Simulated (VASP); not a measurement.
# Er (Fd-3m) in VASP: single point with PBEsol

Aim: the single point of Er with PBEsol.

All numbers are computed with VASP 6.6.1; they aren't measurements. Logs are shortened: lines on timing, memory, paths and dates and some standing lists are left out, and cuts for length are marked.

## Step 1: The cell of the first run

The structure is cubic, space group Fd-3m (No. 227). Conventional cell: a = 5.963 Å, b = 5.963 Å, c = 5.963 Å, α = 90.00°, β = 90.00°, γ = 90.00°. Er (site symmetry -43m) has 4 Er at 2.58 Å within 3.4 Å.

## Step 2: Single point, PBEsol

INCAR

```
PREC = Accurate ; ENCUT = 520
EDIFF = 1E-7 ; ISMEAR = -1
SIGMA = 0.13605693000000002 ; LREAL = F
LASPH = T ; NELM = 60
ALGO = Normal ; ISIF = 2
LWAVE = F ; LCHARG = F
GGA = PS ; NBANDS = 29
```

KPOINTS

```
Automatic mesh
0
Gamma
  8 8 8
```

POSCAR

```
Er
1.0
    0.0000000000      2.9817034538      2.9817034538
    2.9817034538      0.0000000000      2.9817034538
    2.9817034538      2.9817034538      0.0000000000
Er
2
Direct
    0.0000000000      0.0000000000      0.0000000000
    0.2500000000      0.2500000000      0.2500000000
```

Potentials or basis: VASP PAW PBE potentials, release 64 (Er).

Started as:

```bash
> cat potpaw_PBE.64/Er/POTCAR > POTCAR
> mpirun -np 1 vasp_std > vasp.out
```

OUTCAR:

```text
PREC = Accurate
   ENCUT = 520
   EDIFF = 1E-7
   ISMEAR = -1
   LREAL = F
   LASPH = T
   NELM = 60
   ISIF = 2
   GGA = PS

 ion  position               nearest neighbor table
   1  0.000  0.000  0.000-   2 2.58   2 2.58   2 2.58   2 2.58
   2  0.250  0.250  0.250-   1 2.58   1 2.58   1 2.58   1 2.58

  LATTYP: Found a face centered cubic cell.
 ALAT       =     5.9634069076

  Lattice vectors:

 A1 = (   0.0000000000,   2.9817034538,   2.9817034538)
 A2 = (   2.9817034538,   0.0000000000,   2.9817034538)
 A3 = (   2.9817034538,   2.9817034538,   0.0000000000)

Analysis of symmetry for initial positions (statically):
=====================================================================
 Subroutine PRICEL returns:
 Original cell was already a primitive cell.

 Routine SETGRP: Setting up the symmetry group for a
 face centered cubic supercell.

 Subroutine GETGRP returns: Found 48 space group operations
 (whereof 24 operations were pure point group operations)
 out of a pool of 48 trial point group operations.

The static configuration has the point symmetry T_d .
 The point group associated with its full space group is O_h .

Analysis of symmetry for dynamics (positions and initial velocities):
=====================================================================
 Subroutine PRICEL returns:
 Original cell was already a primitive cell.

 Routine SETGRP: Setting up the symmetry group for a
 face centered cubic supercell.

 Subroutine GETGRP returns: Found 48 space group operations
 (whereof 24 operations were pure point group operations)
 out of a pool of 48 trial point group operations.

The dynamic configuration has the point symmetry T_d .
 The point group associated with its full space group is O_h .

 Subroutine INISYM returns: Found 48 space group operations
 (whereof 24 operations are pure point group operations),
 and found     1 'primitive' translations

----------------------------------------------------------------------------------------

                                     Primitive cell

  volume of cell :      53.0180

  direct lattice vectors                    reciprocal lattice vectors
     0.000000000  2.981703454  2.981703454    -0.167689379  0.167689379  0.167689379
     2.981703454  0.000000000  2.981703454     0.167689379 -0.167689379  0.167689379
     2.981703454  2.981703454  0.000000000     0.167689379  0.167689379 -0.167689379

  length of vectors
     4.216765463  4.216765463  4.216765463     0.290446524  0.290446524  0.290446524

  position of ions in fractional coordinates (direct lattice)
     0.000000000  0.000000000  0.000000000
     0.250000000  0.250000000  0.250000000

  ion indices of the primitive-cell ions
   primitive index   ion index
                 1           1
                 2           2

----------------------------------------------------------------------------------------

 KPOINTS: Automatic mesh

Automatic generation of k-mesh.
 Grid dimensions read from file:
 generate k-points for:    8    8    8

 Generating k-lattice:

  Cartesian coordinates                     Fractional coordinates (reciprocal lattice)
    -0.020961172  0.020961172  0.020961172     0.125000000  0.000000000  0.000000000
     0.020961172 -0.020961172  0.020961172     0.000000000  0.125000000  0.000000000
     0.020961172  0.020961172 -0.020961172     0.000000000  0.000000000  0.125000000

  Length of vectors
     0.036305816  0.036305816  0.036305816

  Shift w.r.t. Gamma in fractional coordinates (k-lattice)
     0.000000000  0.000000000  0.000000000

 Subroutine IBZKPT returns following result:
 ===========================================

 Found     29 irreducible k-points:

 Following reciprocal coordinates:
            Coordinates               Weight
  0.000000  0.000000  0.000000      1.000000
  0.125000  0.000000  0.000000      8.000000
  0.250000  0.000000  0.000000      8.000000
  0.375000  0.000000  0.000000      8.000000
  0.500000  0.000000  0.000000      4.000000
  0.125000  0.125000  0.000000      6.000000
[... 16 lines left out ...]
  0.500000  0.250000  0.125000     48.000000
 -0.375000  0.250000  0.125000     24.000000
 [... further k-points ...]
   k-points           NKPTS =     29   k-points in BZ     NKDIM =     29   number of bands    NBANDS=     29
   number of dos      NEDOS =    301   number of ions     NIONS =      2
   total plane-waves  NPLWV =  32768
   dimension x,y,z NGX =    32 NGY =   32 NGZ =   32
   dimension x,y,z NGXF=    64 NGYF=   64 NGZF=   64
   ions per type =               2
   NGX,Y,Z   is equivalent  to a cutoff of  12.62, 12.62, 12.62 a.u.
   NGXF,Y,Z  is equivalent  to a cutoff of  25.23, 25.23, 25.23 a.u.
 SYSTEM =  unknown system
   PREC   = accura    normal or accurate (medium, high low for compatibility)
   ISTART =      0    job   : 0-new  1-cont  2-samecut
   ICHARG =      2    charge: 1-file 2-atom 10-const
   ISPIN  =      1    spin polarized calculation?
   LNONCOLLINEAR =      F non collinear calculations
   LSORBIT =      F    spin-orbit coupling
   LASPH  =      T    aspherical Exc in radial PAW
   ENCUT  =  520.0 eV  38.22 Ry    6.18 a.u.   7.84  7.84  7.84*2*pi/ulx,y,z
   NELM   =     60;   NELMIN=  2; NELMDL= -5     # of ELM steps
   EDIFF  = 0.1E-06   stopping-criterion for ELM
   LREAL  =      F    real-space projection
   EDIFFG = 0.1E-05   stopping-criterion for IOM
   NSW    =      0    number of steps for IOM
   IBRION =     -1    ionic relax: 0-MD 1-quasi-New 2-CG
   NFREE  =      0    steps in history (QN), initial steepest desc. (CG)
   ISIF   =      2    stress and relaxation
   ISYM   =      2    0-nonsym 1-usesym 2-fastsym
   POTIM  = 0.5000    time-step for ionic-motion
   TEBEG  =    0.0;   TEEND  =   0.0 temperature during run
   PSTRESS=    0.0 pullay stress
   NELECT =      44.0000    total number of electrons
   NUPDOWN=      -1.0000    fix difference up-down
   EMIN   =  10.00;   EMAX   =-10.00  energy-range for DOS
   EFERMI =   0.00;   METHOD = LEGACY
   ISMEAR =    -1;   SIGMA  =   0.14  broadening in eV -4-tet -1-fermi 0-gaus
   EFERMI_NEDOS =   21; number of points for ismear=-14 and -15
   IALGO  =     38    algorithm
   IMIX   =      4    mixing-type and parameters
     AMIX     =   0.40;   BMIX     =  1.00
     AMIX_MAG =   1.60;   BMIX_MAG =  1.00
  volume/ion in A,a.u.               =      26.51       178.89
  Fermi-wavevector in a.u.,A,eV,Ry     =   1.538454  2.907257 32.202837  2.366842
  Thomas-Fermi vector in A             =   2.644820
   LORBIT       =      0    0 simple, 1 ext, 2 COOP (PROOUT), +10 PAW based schemes
   GGA     = PS    functional components
   LHFCALC =     F    Hartree Fock is set to
   AEXX    =    0.0000 exact exchange contribution
   IVDW    =     0    specifies the selected vdW correction
   LEPSILON=     F    determine dielectric tensor
   LRPA    =     F    only Hartree local field effects (RPA)
 non-spin polarized calculation
  energy-cutoff  :      520.00
  volume of cell :       53.02
 maximum number of plane-waves:      1458
   NGX = 15   NGY = 15   NGZ = 15

 number of electron      43.9999967 magnetization

 Free energy of the ion-electron system (eV)
  ---------------------------------------------------
  ext. energy  EPLUGINS =         0.00000000
  ---------------------------------------------------
  free energy    TOTEN  =        -6.84007736 eV

  energy without entropy =       -5.71127261  energy(sigma->0) =       -6.27567499

 E-fermi :   2.1867     XC(G=0): -10.8174

 val. band max:        2.1745782945   @ k =  -0.3750   0.2500   0.1250
 cond. band min:       2.1996650398   @ k =   0.2500   0.1250   0.0000
 fundamental gap:      0.0250867453
 Fermi energy:         2.1866543770

 k-point     1 :       0.0000    0.0000    0.0000
  band No.  band energies     occupation
      1     -46.5540      2.00000
      2     -45.5201      2.00000
      3     -21.5147      2.00000
      4     -21.5147      2.00000
      5     -21.5147      2.00000
      6     -19.6381      2.00000
[... 21 lines left out ...]
     28       4.5169      0.00000
     29       6.9321      0.00000

 k-point     2 :       0.1250    0.0000    0.0000
  band No.  band energies     occupation
      1     -46.5263      2.00000
      2     -45.5511      2.00000
      3     -21.5563      2.00000
      4     -21.5563      2.00000
      5     -21.5255      2.00000
      6     -19.6268      2.00000
[... 21 lines left out ...]
     28       4.8865      0.00000
     29       6.1362      0.00000

 k-point     3 :       0.2500    0.0000    0.0000
  band No.  band energies     occupation
      1     -46.4509      2.00000
      2     -45.6343      2.00000
      3     -21.6488      2.00000
      4     -21.6488      2.00000
      5     -21.5570      2.00000
      6     -19.5904      2.00000
[... 21 lines left out ...]
     28       5.1515      0.00000
     29       5.1515      0.00000

 k-point     4 :       0.3750    0.0000    0.0000
  band No.  band energies     occupation
      1     -46.3560      2.00000
      2     -45.7369      2.00000
      3     -21.7324      2.00000
      4     -21.7324      2.00000
      5     -21.5957      2.00000
      6     -19.5421      2.00000
[... 21 lines left out ...]
     28       4.6956      0.00000
     29       5.0028      0.00000

 k-point     5 :       0.5000    0.0000    0.0000
  band No.  band energies     occupation
      1     -46.3059      2.00000
      2     -45.7902      2.00000
      3     -21.7649      2.00000
      4     -21.7649      2.00000
      5     -21.6135      2.00000
      6     -19.5188      2.00000
[... 21 lines left out ...]
     28       4.3756      0.00000
     29       5.5185      0.00000
[... 510 lines left out ...]
     28       4.6142      0.00000
     29       6.6436      0.00000

 k-point    22 :       0.3750    0.2500    0.1250
  band No.  band energies     occupation
      1     -46.3827      2.00000
      2     -45.7082      2.00000
      3     -21.8668      2.00000
      4     -21.7591      2.00000
      5     -21.2900      2.00000
      6     -19.8765      2.00000
[... 21 lines left out ...]
     28       5.3703      0.00000
     29       6.1865      0.00000

 k-point    23 :       0.5000    0.2500    0.1250
  band No.  band energies     occupation
      1     -46.2869      2.00000
      2     -45.8103      2.00000
      3     -21.9832      2.00000
      4     -21.8319      2.00000
      5     -21.1938      2.00000
      6     -19.9537      2.00000
[... 21 lines left out ...]
     28       5.3693      0.00000
     29       6.4212      0.00000

 k-point    24 :      -0.3750    0.2500    0.1250
  band No.  band energies     occupation
      1     -46.2321      2.00000
      2     -45.8676      2.00000
      3     -22.0252      2.00000
      4     -21.8651      2.00000
      5     -21.1527      2.00000
      6     -19.9843      2.00000
[... 21 lines left out ...]
     28       5.2767      0.00000
     29       6.3619      0.00000

 [... further k-points ...]

------------------------ aborting loop because EDIFF is reached ----------------------------------------

  FORCE on cell =-STRESS in cart. coord.  units (eV):
  Direction    XX          YY          ZZ          XY          YZ          ZX
  --------------------------------------------------------------------------------------
  -------------------------------------------------------------------------------------
  Total        0.0561854      0.0561854      0.0561854      0.0000000      0.0000000      0.0000000
  in kB        1.6978933      1.6978933      1.6978933      0.0000000      0.0000000      0.0000000
  external PRESSURE =       1.6978933 kB  Pullay stress =       0.0000000 kB

 VOLUME and BASIS-vectors are now :
 -----------------------------------------------------------------------------
  energy-cutoff  :      520.00
  volume of cell :       53.02
      direct lattice vectors                 reciprocal lattice vectors
     0.000000000  2.981703454  2.981703454    -0.167689379  0.167689379  0.167689379
     2.981703454  0.000000000  2.981703454     0.167689379 -0.167689379  0.167689379
     2.981703454  2.981703454  0.000000000     0.167689379  0.167689379 -0.167689379

 POSITION                                       TOTAL-FORCE (eV/Angst)
 -----------------------------------------------------------------------------------
      0.00000      0.00000      0.00000        -0.000000     -0.000000     -0.000000
      1.49085      1.49085      1.49085         0.000000      0.000000      0.000000
 -----------------------------------------------------------------------------------
    total drift:                               -0.000000      0.000000      0.000000

  FREE ENERGIE OF THE ION-ELECTRON SYSTEM (eV)
  ---------------------------------------------------
  free  energy   TOTEN  =        -6.8400773595 eV

  energy  without entropy=       -5.7112726136  energy(sigma->0) =       -6.27567499
```

Wall time 4.5 min (1 thread of AMD EPYC 7R13 (Zen 3), shared host); peak memory 0.17 GiB.

What came out:

| Quantity | Value |
| --- | --- |
| Free energy | -6.8401 eV |
| Pressure | 0.2 GPa |
| Band gap on the k mesh | zero (band 22 reaches 2.13 eV, above the bottom of band 23 at 2.08 eV) |

Levels at points of the mesh, in eV from the Fermi level:
```csv
k point,band 20,band 21,band 22,band 23,band 24,band 25,band 26,band 27
"(0.00, 0.00, 0.00)",-0.07,-0.06,-0.06,-0.06,0.46,0.46,2.33,2.33
"(0.50, 0.00, 0.00)",-0.18,-0.11,-0.11,-0.07,0.27,0.70,0.70,2.19
"(0.50, 0.50, 0.00)",-0.22,-0.12,-0.12,-0.10,-0.10,2.39,2.39,2.43
```

Caveat: the PAW data sets were made with another functional, which shifts forces and pressure a little; spin-orbit coupling is left out, which moves the levels of the heavy elements. Spin polarisation is off, so any magnetic state and its effect on volume and gap are missing.
